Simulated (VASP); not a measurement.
LiCl:

```xyz
2
Lattice="0.0000 2.8435 2.8435 2.8435 0.0000 2.8435 2.8435 2.8435 0.0000" Properties=species:S:1:pos:R:3 pbc="T T T"
Li    0.0000    0.0000    0.0000
Cl    1.4217    1.4217    1.4217
```

This cell differs from its parent crystal: strain +4.0%.

Base run:

```yaml
Program: VASP 6.6.1
Functional: r2SCAN
Potentials_or_basis: VASP PAW PBE potentials, release 64 (Li_sv, Cl)
Cutoff: 520 eV
k_mesh: 8 × 8 × 8
Occupations: gaussian, width 0.01 eV
Spin: no spin polarisation
```

Its results: band gap on the k mesh 6.34 eV.

Task: The run is repeated on the same cell with these changes: functional from r2SCAN to PBE; occupations from gaussian, width 0.01 eV to fermi-dirac, width 0.02 eV. What comes out?

Result: Band gap on the k mesh 5.66 eV.

Caveats: the structure was generated, so it needn't be the stable form of LiCl.

A k mesh can miss the band edges.
